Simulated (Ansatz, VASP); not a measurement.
## Bi in VASP and in Ansatz

```
Bi
1.0
     3.68152    0.00000    0.00000
    -1.84076    3.18829    0.00000
     0.00000    0.00000    5.47335
Bi
2
Direct
  0.33333 0.66667 0.25000
  0.66667 0.33333 0.75000
```

Alike in both runs: functional PBE; k mesh 5 × 5 × 2; occupations fermi-dirac, width 0.0951 eV; non-collinear spin, spin-orbit coupling.

Ansatz relaxed the structure, and its values are those at the end. VASP's run is a single point on that final structure, the one shown.

|  | VASP | Ansatz |
| --- | --- | --- |
| version | VASP 6.6.1 | Ansatz 0.2.0 |
| potentials or method | VASP PAW PBE potentials, release 64 (Bi_d), cutoff 520 eV | PAW plane waves |
| valence electrons in the cell | 30 | 30 |

VASP gave:

| Item | Value |
| --- | --- |
| pressure (GPa) | -0.4 |
| net moment per atom (μB) | 0.00 |

**Question.** Estimate Ansatz's values.

**Answer.** Pressure (GPa): 0.0; net moment per atom (μB): 0.00.

Ansatz's warnings: structure snapped to symmetry.

The k mesh is coarse, so the values compare programs but aren't converged.
